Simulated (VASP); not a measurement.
Runs of VASP 6.6.1 on GaSb. The structure is that of space group Immm (No. 71), or close to it. The cells are those of the table. 

```tsv
cell	gap on the mesh (eV)	pressure (GPa)
a = 3.948 Å, angles 131.2, 105.3, 94.5°, 2 atoms	none	4.9
a = 4.058 Å, angles 133.4, 104.5, 93.5°, 2 atoms	none	0.2
a = 4.039 Å, angles 132.3, 104.9, 94.0°, 2 atoms	none	0.4
a = 4.066 Å, angles 137.7, 103.2, 91.9°, 2 atoms	none	4.7
a = 4.119 Å, angles 136.7, 103.5, 92.3°, 2 atoms	none	0.4
a = 4.044 Å, angles 136.7, 103.5, 92.3°, 2 atoms	none	(a)
a = 4.024 Å, angles 135.6, 103.8, 92.7°, 2 atoms	none	4.3
a = 4.003 Å, angles 134.5, 104.2, 93.1°, 2 atoms	none	4.3
```

Alike in all rows: task single point; level LDA; potentials or basis VASP PAW LDA potentials, release 64 (Ga_d, Sb); no spin polarisation; k mesh 18 × 18 × 18; cutoff (eV) 520; smearing gaussian 0.15 eV.

Fill in the values left out.

(a) 4.6.

Caveats: spin-orbit coupling is left out, which moves the levels of the heavy elements; the cell stands under pressure (at least some runs).

A k mesh can miss the band edges, and the runs leave out spin-orbit coupling on Ga, Sb.

A gap of «none» marks levels without a gap at the run's occupations.
